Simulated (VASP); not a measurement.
Here is a VASP 6.6.1 calculation.

Contents of INCAR:

```
PREC     = Accurate       # precision mode
ENCUT    = 520            # plane-wave cutoff, eV
EDIFF    = 1E-6           # SCF threshold, eV
ISMEAR   = 0              # smearing method
SIGMA    = 0.1            # smearing width, eV
LREAL    = False          # projectors in reciprocal space
LASPH    = True           # aspherical terms in the spheres
NELM     = 80             # most SCF steps
ALGO     = Normal         # electronic algorithm
ISIF     = 2              # what is computed and relaxed
LWAVE    = False          # write WAVECAR
LCHARG   = False          # write CHGCAR
GGA      = PS             # functional
NBANDS   = 25             # bands
```

KPOINTS

```
Automatic mesh
0
Gamma
  14 14 8
```

File POSCAR:

```
CuO
1.0
    2.8939847784     -0.0158062187     -0.0039519590
    0.0234642900      2.8939102141     -0.0039287132
    0.0103844816      0.0102711838      5.0924487237
Cu O
2 2
Direct
    0.5000000000      0.0000000000      0.5000000000
    0.0000000000      0.5000000000      0.0000000000
    0.0002558427      0.9997422431      0.2500003320
    0.9997441573      0.0002577569      0.7499996680
```

Potentials or basis: VASP PAW PBE potentials, release 64 (Cu, O).

Launch:

```bash
$ cat potpaw_PBE.64/Cu/POTCAR potpaw_PBE.64/O/POTCAR > POTCAR
$ mpirun -np 1 vasp_std > vasp.out
```

Problem. What does it give for the pressure?

Solution. 0.8 GPa.

Problem. Estimate the band gap on the k mesh.

Solution. Zero (band 17 reaches 5.92 eV, above the bottom of band 18 at 4.71 eV).

Stress tensor (GPa, compression positive):
```
 0.61 -0.01 -0.01
-0.01  0.61 -0.01
-0.01 -0.01  1.06
```

Caveat: the PAW data sets were made with another functional, which shifts forces and pressure a little; semilocal functionals often make such compounds metallic where correlation or magnetic order opens a gap, which also shifts bond lengths. With open d or f shells a metallic result of PBEsol can be an artefact of self-interaction; +U or a hybrid may open a gap.
